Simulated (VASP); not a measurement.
Ta5F2:

```xyz
7
Lattice="2.6564 -3.3460 0.0000 2.6564 3.3460 0.0000 0.0000 0.0000 6.6532" Properties=species:S:1:pos:R:3 pbc="T T T"
Ta    2.6564    0.0000    2.1515
Ta    2.6564    0.0000    4.5016
Ta    0.0000    0.0000    0.0000
Ta    0.0000    0.0000    2.1683
Ta    0.0000    0.0000    4.4849
F     1.3282    1.6730    3.3266
F     1.3282   -1.6730    3.3266
```

```yaml
Program: VASP 6.6.1
Task: relaxation of cell and atoms
Functional: PBE
Potentials_or_basis: VASP PAW PBE potentials, release 64 (Ta_pv, F)
Cutoff: 600 eV
k_mesh: 4 × 4 × 3
Occupations: gaussian, width 0.2 eV
Spin: no spin polarisation
```

At the start: pressure 33.8 GPa; volume 16.90 Å³/atom.

Problem. How do energy, volume and symmetry change on relaxing?

Solution. Over 25 steps the energy falls by 2415.0 meV/atom and the volume is 15.20 Å³/atom (-10.0 %); space group P4/mmm (No. 123, to 0.05 Å).

The path:
| step | energy change (eV) | largest force (eV/Å) | pressure (GPa) | volume (Å³) |
| --- | --- | --- | --- | --- |
| 1 | 0.0000 | 7.8660 | 33.78 | 118.27 |
| 2 | -0.7887 | 1.1604 | -24.44 | 186.32 |
| 3 | -4.8654 | 1.2003 | -10.39 | 147.30 |
| 4 | -4.9128 | 1.1943 | -8.77 | 145.09 |
| 5 | -4.9244 | 1.1835 | -7.38 | 143.36 |
| 6 | -6.4720 | 2.2657 | -3.02 | 130.60 |
| 7 | -7.5632 | 3.8650 | 8.47 | 116.44 |
| 8 | -0.6259 | 6.9622 | 93.94 | 88.23 |
| 9 | -7.7155 | 4.0201 | 10.87 | 114.34 |
| 10 | -7.5197 | 4.6983 | 28.08 | 104.41 |
| 11 | -7.7941 | 4.3132 | 15.89 | 110.74 |
| 12 | -8.3549 | 4.3398 | 16.00 | 110.02 |
| 13 | -8.8672 | 5.0571 | 22.05 | 107.20 |
| 14 | -10.0881 | 5.5468 | 11.24 | 111.82 |
| 15 | -11.8437 | 4.6067 | -14.17 | 125.91 |
| 16 | -13.8037 | 3.3830 | -18.46 | 125.10 |
| 17 | -14.8460 | 1.0414 | -21.13 | 124.05 |
| 18 | -16.2255 | 1.6601 | -3.28 | 110.26 |
| 19 | -16.2709 | 1.9085 | 1.24 | 107.79 |
| 20 | -16.5661 | 1.3594 | 0.95 | 107.26 |
| 21 | -16.8601 | 0.6167 | 1.63 | 105.93 |
| 22 | -16.8603 | 0.5972 | 1.74 | 105.87 |
| 23 | -16.8923 | 0.2367 | -1.27 | 107.10 |
| 24 | -16.8929 | 0.1827 | -1.75 | 107.29 |
| 25 | -16.9051 | 0.0436 | -0.24 | 106.38 |

Final structure:
```
Ta F
1.0
     2.33498   -2.34307    0.00000
     2.33498    2.34307    0.00000
     0.00000    0.00000    9.72251
Ta F
5 2
Direct
  0.50000 0.50000 0.16618
  0.50000 0.50000 0.83382
  0.00000 0.00000 0.00000
  0.00000 0.00000 0.32900
  0.00000 0.00000 0.67100
  0.00000 0.50000 0.50000
  0.50000 0.00000 0.50000
```

Caveat: the k points lie up to 0.47 Å⁻¹ apart in the final cell; an odd number of electrons without spin polarisation forces a metal; a magnetic or distorted state may lie lower; the relaxation stopped at a loose force limit of 0.08 eV/Å, so its end isn't a converged minimum.
